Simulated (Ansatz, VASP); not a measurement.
## Ni: VASP beside Ansatz

```
Ni
1.0
     2.45307    0.00000    0.00000
    -1.22654    2.12442    0.00000
     0.00000    0.00000    4.02476
Ni
2
Cartesian
  0.0000 1.4163 1.0062
  1.2265 0.7081 3.0186
```

Alike in both runs: functional r2SCAN; k mesh 6 × 6 × 4; occupations gaussian, width 0.1 eV; collinear spin.

Ansatz relaxed the structure, and its values are those at the end. VASP's run is a single point on that final structure, the one shown.

|  | VASP | Ansatz |
| --- | --- | --- |
| version | VASP 6.6.1 | Ansatz 0.2.0 |
| potentials or method | VASP PAW PBE potentials, release 64 (Ni), cutoff 520 eV | scalar-relativistic, plane waves, PAW |
| valence electrons in the cell | 20 | 36 |

```csv
,VASP,Ansatz,Ansatz less VASP
gap on the k mesh at the Fermi level (eV),none,none,-
pressure (GPa),0.3,-0.2,-0.52
net moment per atom (μB),0.68,0.68,0.000
size of the moment on the site where the two differ most (μB),0.70,0.75,+0.045
```

VASP's potentials were made for PBE, not for r2SCAN. Site moments also hang on the region over which each program counts them. A gap of «none» marks a metal or a gap that the smearing closes. VASP's potentials hold 20 valence electrons a cell and Ansatz's 36, so a difference there can come from the potentials and not from the codes.

The k mesh is coarse, so the values compare programs but aren't converged.
